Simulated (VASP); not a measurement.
# Si2W (I4/mmm) in VASP: a series of runs

Si2W is run at these levels: r2SCAN; tasks: single point.

Program: VASP 6.6.1. These are calculated values, not measurements. Logs are shortened: lines on timing, memory, paths and dates and some standing lists are left out, and cuts for length are marked.

## Step 1: The cell of the first run

Symmetry: I4/mmm, No. 139, tetragonal system. The conventional cell has a = 3.234 Å, b = 3.234 Å, c = 7.857 Å, α = 90.00°, β = 90.00°, γ = 90.00°. Within 3.4 Å of Si (site symmetry 4mm) lie 9 Si at 2.59 to 3.23 Å and 5 W at 2.63 Å. Within 3.5 Å of W (site symmetry 4/mmm) lie 10 Si at 2.63 Å and 4 W at 3.23 Å.

## Step 2: Single point, r2SCAN

POSCAR reads:

```
Si2W
1.0
   -1.6169197500      1.6169197500      3.9286330100
    1.6169197500     -1.6169197500      3.9286330100
    1.6169197500      1.6169197500     -3.9286330100
Si W
2 1
Direct
    0.3351472418      0.3351472418      0.0000000000
    0.6648527582      0.6648527582      0.0000000000
    0.0000000000      0.0000000000      0.0000000000
```

INCAR.step1 reads:

```
SYSTEM = Si2W
PREC = Accurate
ENCUT = 520
ISMEAR = -1
SIGMA = 0.1
LREAL = .FALSE.
LASPH = .TRUE.
NELM = 100
NBANDS = 18
GGA = PE
ALGO = Normal
EDIFF = 1E-4
LWAVE = .TRUE.
LCHARG = .FALSE.
```

INCAR.step2 reads:

```
SYSTEM = Si2W
PREC = Accurate
ENCUT = 520
EDIFF = 1E-6
ISMEAR = -1
SIGMA = 0.1
LREAL = .FALSE.
LASPH = .TRUE.
NELM = 100
ALGO = Normal
ISIF = 2
LWAVE = .FALSE.
LCHARG = .FALSE.
METAGGA = R2SCAN
LMIXTAU = .TRUE.
NBANDS = 18
ISTART = 1
```

KPOINTS reads:

```
regular mesh
0
G
  13 13 13
  0 0 0
```

Potentials or basis: VASP PAW PBE potentials, release 64 (Si, W_sv).

Launch:

```sh
$ cat potpaw_PBE.64/Si/POTCAR potpaw_PBE.64/W_sv/POTCAR > POTCAR
$ cp INCAR.step1 INCAR
$ mpirun -np 1 vasp_std > vasp.out
$ cp INCAR.step2 INCAR
$ mpirun -np 1 vasp_std > vasp.out
```

OUTCAR:

```text
SYSTEM = Si2W
   PREC = Accurate
   ENCUT = 520
   EDIFF = 1E-6
   ISMEAR = -1
   LREAL = .FALSE.
   LASPH = .TRUE.
   NELM = 100
   ISIF = 2
   METAGGA = R2SCAN
   ISTART = 1

 ion  position               nearest neighbor table
   1  0.335  0.335  0.000-   2 2.59   3 2.63   3 2.63   3 2.63   3 2.63   3 2.63   2 2.65   2 2.65
                             2 2.65   2 2.65
   2  0.665  0.665  0.000-   1 2.59   3 2.63   3 2.63   3 2.63   3 2.63   3 2.63   1 2.65   1 2.65
                             1 2.65   1 2.65
   3  0.000  0.000  0.000-   2 2.63   2 2.63   2 2.63   1 2.63   2 2.63   1 2.63   1 2.63   1 2.63
                             1 2.63   2 2.63

  LATTYP: Found a body centered tetragonal cell.
 ALAT       =     3.2338395000
 C/A-ratio  =     2.4297019132

  Lattice vectors:

 A1 = (  -1.6169197500,   1.6169197500,   3.9286330100)
 A2 = (   1.6169197500,  -1.6169197500,   3.9286330100)
 A3 = (   1.6169197500,   1.6169197500,  -3.9286330100)

Analysis of symmetry for initial positions (statically):
=====================================================================
 Subroutine PRICEL returns:
 Original cell was already a primitive cell.

 Routine SETGRP: Setting up the symmetry group for a
 body centered tetragonal supercell.

 Subroutine GETGRP returns: Found 16 space group operations
 (whereof 16 operations were pure point group operations)
 out of a pool of 16 trial point group operations.

The static configuration has the point symmetry D_4h.

Analysis of symmetry for dynamics (positions and initial velocities):
=====================================================================
 Subroutine PRICEL returns:
 Original cell was already a primitive cell.

 Routine SETGRP: Setting up the symmetry group for a
 body centered tetragonal supercell.

 Subroutine GETGRP returns: Found 16 space group operations
 (whereof 16 operations were pure point group operations)
 out of a pool of 16 trial point group operations.

The dynamic configuration has the point symmetry D_4h.

 Subroutine INISYM returns: Found 16 space group operations
 (whereof 16 operations are pure point group operations),
 and found     1 'primitive' translations

----------------------------------------------------------------------------------------

                                     Primitive cell

  volume of cell :      41.0845

  direct lattice vectors                    reciprocal lattice vectors
    -1.616919750  1.616919750  3.928633010     0.000000000  0.309229942  0.127270732
     1.616919750 -1.616919750  3.928633010     0.309229942  0.000000000  0.127270732
     1.616919750  1.616919750 -3.928633010     0.309229942  0.309229942  0.000000000

  length of vectors
     4.545659059  4.545659059  4.545659059     0.334396465  0.334396465  0.437317177

  position of ions in fractional coordinates (direct lattice)
     0.335147242  0.335147242  0.000000000
     0.664852758  0.664852758  0.000000000
     0.000000000  0.000000000  0.000000000

  ion indices of the primitive-cell ions
   primitive index   ion index
                 1           1
                 2           2
                 3           3

----------------------------------------------------------------------------------------

 KPOINTS: regular mesh

Automatic generation of k-mesh.
 Grid dimensions read from file:
 generate k-points for:   13   13   13

 Generating k-lattice:

  Cartesian coordinates                     Fractional coordinates (reciprocal lattice)
     0.000000000  0.023786919  0.009790056     0.076923077  0.000000000  0.000000000
     0.023786919  0.000000000  0.009790056     0.000000000  0.076923077  0.000000000
     0.023786919  0.023786919  0.000000000     0.000000000  0.000000000  0.076923077

  Length of vectors
     0.025722805  0.025722805  0.033639783

  Shift w.r.t. Gamma in fractional coordinates (k-lattice)
     0.000000000  0.000000000  0.000000000

 Subroutine IBZKPT returns following result:
 ===========================================

 Found    196 irreducible k-points:

 Following reciprocal coordinates:
            Coordinates               Weight
  0.000000  0.000000  0.000000      1.000000
  0.076923  0.000000  0.000000      8.000000
  0.153846  0.000000  0.000000      8.000000
  0.230769 -0.000000  0.000000      8.000000
  0.307692  0.000000  0.000000      8.000000
  0.384615  0.000000  0.000000      8.000000
[... 16 lines left out ...]
  0.384615  0.153846  0.000000     16.000000
  0.461538  0.153846  0.000000     16.000000
 [... further k-points ...]
   k-points           NKPTS =    196   k-points in BZ     NKDIM =    196   number of bands    NBANDS=     18
   number of dos      NEDOS =    301   number of ions     NIONS =      3
   total plane-waves  NPLWV =  46656
   dimension x,y,z NGX =    36 NGY =   36 NGZ =   36
   dimension x,y,z NGXF=    72 NGYF=   72 NGZF=   72
   ions per type =               2   1
   NGX,Y,Z   is equivalent  to a cutoff of  13.17, 13.17, 13.17 a.u.
   NGXF,Y,Z  is equivalent  to a cutoff of  26.33, 26.33, 26.33 a.u.
 SYSTEM =  Si2W
   PREC   = accura    normal or accurate (medium, high low for compatibility)
   ISTART =      1    job   : 0-new  1-cont  2-samecut
   ICHARG =      0    charge: 1-file 2-atom 10-const
   ISPIN  =      1    spin polarized calculation?
   LNONCOLLINEAR =      F non collinear calculations
   LSORBIT =      F    spin-orbit coupling
   LASPH  =      T    aspherical Exc in radial PAW
   ENCUT  =  520.0 eV  38.22 Ry    6.18 a.u.   8.45  8.45  8.45*2*pi/ulx,y,z
   NELM   =    100;   NELMIN=  2; NELMDL=  0     # of ELM steps
   EDIFF  = 0.1E-05   stopping-criterion for ELM
   LREAL  =      F    real-space projection
   EDIFFG = 0.1E-04   stopping-criterion for IOM
   NSW    =      0    number of steps for IOM
   IBRION =     -1    ionic relax: 0-MD 1-quasi-New 2-CG
   NFREE  =      0    steps in history (QN), initial steepest desc. (CG)
   ISIF   =      2    stress and relaxation
   ISYM   =      2    0-nonsym 1-usesym 2-fastsym
   POTIM  = 0.5000    time-step for ionic-motion
   TEBEG  =    0.0;   TEEND  =   0.0 temperature during run
   PSTRESS=    0.0 pullay stress
   NELECT =      22.0000    total number of electrons
   NUPDOWN=      -1.0000    fix difference up-down
   EMIN   =  10.00;   EMAX   =-10.00  energy-range for DOS
   EFERMI =   0.00;   METHOD = LEGACY
   ISMEAR =    -1;   SIGMA  =   0.10  broadening in eV -4-tet -1-fermi 0-gaus
   EFERMI_NEDOS =   21; number of points for ismear=-14 and -15
   IALGO  =     38    algorithm
   IMIX   =      4    mixing-type and parameters
     AMIX     =   0.40;   BMIX     =  1.00
     AMIX_MAG =   1.60;   BMIX_MAG =  1.00
  volume/ion in A,a.u.               =      13.69        92.42
  Fermi-wavevector in a.u.,A,eV,Ry     =   1.329402  2.512205 24.045701  1.767309
  Thomas-Fermi vector in A             =   2.458567
   LORBIT       =      0    0 simple, 1 ext, 2 COOP (PROOUT), +10 PAW based schemes
   METAGGA = R2SCAN    functional components
   LHFCALC =     F    Hartree Fock is set to
   AEXX    =    0.0000 exact exchange contribution
   IVDW    =     0    specifies the selected vdW correction
   LEPSILON=     F    determine dielectric tensor
   LRPA    =     F    only Hartree local field effects (RPA)
 non-spin polarized calculation
  energy-cutoff  :      520.00
  volume of cell :       41.08
 maximum number of plane-waves:      1138
 NGX is ok and might be reduce to    36
   NGX = 17   NGY = 17   NGZ = 17

 number of electron      22.0000000 magnetization

 Free energy of the ion-electron system (eV)
  ---------------------------------------------------
  ext. energy  EPLUGINS =         0.00000000
  ---------------------------------------------------
  free energy    TOTEN  =       -69.80823239 eV

  energy without entropy =      -69.79987984  energy(sigma->0) =      -69.80405611

 E-fermi :  11.6974     XC(G=0): -13.4185

 val. band max:       11.6547952578   @ k =  -0.3846  -0.4615   0.3846
 cond. band min:      11.7260257655   @ k =  -0.3077  -0.3846   0.3077
 fundamental gap:      0.0712305077
 Fermi energy:        11.6973614252

 k-point     1 :       0.0000    0.0000    0.0000
  band No.  band energies     occupation
      1     -64.0986      2.00000
      2     -27.7091      2.00000
      3     -27.6921      2.00000
      4     -27.6921      2.00000
      5      -3.0170      2.00000
      6       4.5616      2.00000
[... 10 lines left out ...]
     17      17.5769      0.00000
     18      17.5769      0.00000

 k-point     2 :       0.0769    0.0000    0.0000
  band No.  band energies     occupation
      1     -64.0981      2.00000
      2     -27.7082      2.00000
      3     -27.7049      2.00000
      4     -27.6909      2.00000
      5      -2.8993      2.00000
      6       4.5676      2.00000
[... 10 lines left out ...]
     17      17.5893      0.00000
     18      18.0234      0.00000

 k-point     3 :       0.1538    0.0000    0.0000
  band No.  band energies     occupation
      1     -64.0969      2.00000
      2     -27.7403      2.00000
      3     -27.7055      2.00000
      4     -27.6876      2.00000
      5      -2.5510      2.00000
      6       4.5486      2.00000
[... 10 lines left out ...]
     17      17.8140      0.00000
     18      19.0526      0.00000

 k-point     4 :       0.2308   -0.0000    0.0000
  band No.  band energies     occupation
      1     -64.0951      2.00000
      2     -27.7898      2.00000
      3     -27.7018      2.00000
      4     -27.6830      2.00000
      5      -1.9863      2.00000
      6       4.3585      2.00000
[... 10 lines left out ...]
     17      18.6443      0.00000
     18      20.4162      0.00000

 k-point     5 :       0.3077    0.0000    0.0000
  band No.  band energies     occupation
      1     -64.0932      2.00000
      2     -27.8419      2.00000
      3     -27.6978      2.00000
      4     -27.6781      2.00000
      5      -1.2281      2.00000
      6       3.7893      2.00000
[... 10 lines left out ...]
     17      19.2364      0.00000
     18      20.8359      0.00000

 k-point     6 :       0.3846    0.0000    0.0000
  band No.  band energies     occupation
      1     -64.0916      2.00000
      2     -27.8847      2.00000
      3     -27.6944      2.00000
      4     -27.6740      2.00000
      5      -0.3085      2.00000
      6       2.8881      2.00000
[... 10 lines left out ...]
     17      18.9279      0.00000
     18      20.0571      0.00000

 k-point     7 :       0.4615   -0.0000    0.0000
  band No.  band energies     occupation
      1     -64.0907      2.00000
      2     -27.9087      2.00000
      3     -27.6926      2.00000
      4     -27.6717      2.00000
      5       0.7265      2.00000
      6       1.8307      2.00000
[... 10 lines left out ...]
     17      18.6874      0.00000
     18      18.8842      0.00000

 k-point     8 :       0.0769    0.0769    0.0000
  band No.  band energies     occupation
      1     -64.0977      2.00000
      2     -27.7079      2.00000
      3     -27.7044      2.00000
      4     -27.7029      2.00000
      5      -2.7478      2.00000
      6       4.4152      2.00000
[... 10 lines left out ...]
     17      17.9788      0.00000
     18      18.0984      0.00000
[... 229 lines left out ...]
     17      17.8049      0.00000
     18      18.1492      0.00000

 k-point    20 :       0.1538    0.1538   -0.0000
  band No.  band energies     occupation
      1     -64.0952      2.00000
      2     -27.7379      2.00000
      3     -27.7330      2.00000
      4     -27.7031      2.00000
      5      -1.9707      2.00000
      6       4.0394      2.00000
[... 10 lines left out ...]
     17      18.5678      0.00000
     18      19.5626      0.00000

 k-point    21 :       0.2308    0.1538    0.0000
  band No.  band energies     occupation
      1     -64.0934      2.00000
      2     -27.7845      2.00000
      3     -27.7301      2.00000
      4     -27.6993      2.00000
      5      -1.3722      2.00000
      6       3.8139      2.00000
[... 10 lines left out ...]
     17      18.3653      0.00000
     18      20.4489      0.00000

 k-point    22 :       0.3077    0.1538   -0.0000
  band No.  band energies     occupation
      1     -64.0915      2.00000
      2     -27.8359      2.00000
      3     -27.7246      2.00000
      4     -27.6949      2.00000
      5      -0.6022      2.00000
      6       3.4523      2.00000
[... 10 lines left out ...]
     17      19.1042      0.00000
     18      20.3859      0.00000

 k-point    23 :       0.3846    0.1538    0.0000
  band No.  band energies     occupation
      1     -64.0899      2.00000
      2     -27.8781      2.00000
      3     -27.7200      2.00000
      4     -27.6908      2.00000
      5       0.3029      2.00000
      6       2.7585      2.00000
[... 10 lines left out ...]
     17      19.3401      0.00000
     18      20.5884      0.00000

 k-point    24 :       0.4615    0.1538    0.0000
  band No.  band energies     occupation
      1     -64.0890      2.00000
      2     -27.9018      2.00000
      3     -27.7173      2.00000
      4     -27.6880      2.00000
      5       1.2941      2.00000
      6       1.7929      2.00000
[... 10 lines left out ...]
     17      19.4648      0.00000
     18      20.9051      0.00000

 [... further k-points ...]

------------------------ aborting loop because EDIFF is reached ----------------------------------------

  FORCE on cell =-STRESS in cart. coord.  units (eV):
  Direction    XX          YY          ZZ          XY          YZ          ZX
  --------------------------------------------------------------------------------------
  -------------------------------------------------------------------------------------
  Total       -1.0498944     -1.0498944     -1.2630497      0.0000000      0.0000000     -0.0000000
  in kB      -40.9428267    -40.9428267    -49.2552643      0.0000000      0.0000000     -0.0000000
  external PRESSURE =     -43.7136393 kB  Pullay stress =       0.0000000 kB

 VOLUME and BASIS-vectors are now :
 -----------------------------------------------------------------------------
  energy-cutoff  :      520.00
  volume of cell :       41.08
      direct lattice vectors                 reciprocal lattice vectors
    -1.616919750  1.616919750  3.928633010     0.000000000  0.309229942  0.127270732
     1.616919750 -1.616919750  3.928633010     0.309229942  0.000000000  0.127270732
     1.616919750  1.616919750 -3.928633010     0.309229942  0.309229942  0.000000000

 POSITION                                       TOTAL-FORCE (eV/Angst)
 -----------------------------------------------------------------------------------
      0.00000      0.00000      2.63334        -0.000000      0.000000     -0.001437
      0.00000      0.00000      5.22392         0.000000     -0.000000      0.001437
      0.00000      0.00000      0.00000        -0.000000      0.000000      0.000000
 -----------------------------------------------------------------------------------
    total drift:                               -0.000000      0.000000      0.000000

  FREE ENERGIE OF THE ION-ELECTRON SYSTEM (eV)
  ---------------------------------------------------
  free  energy   TOTEN  =       -69.8082323873 eV

  energy  without entropy=      -69.7998798416  energy(sigma->0) =      -69.80405611
```

Wall time 6 min (1 thread of Intel Xeon 6975P-C (Granite Rapids), shared host); peak memory 0.3 GiB.

What came out:

```
Free energy            : -69.8082 eV
Pressure               : -4.4 GPa
Band gap on the k mesh : zero (bands 11 and 12 overlap by 1.18 eV)
```

Stress tensor (GPa, compression positive):
```
-4.09  0.00  0.00
 0.00 -4.09  0.00
 0.00  0.00 -4.93
```

Caveat: the cell stands under tension; the PAW data sets were made with another functional, which shifts forces and pressure a little; spin-orbit coupling is left out, which moves the levels of the heavy elements.

[end of part 1 of 2]
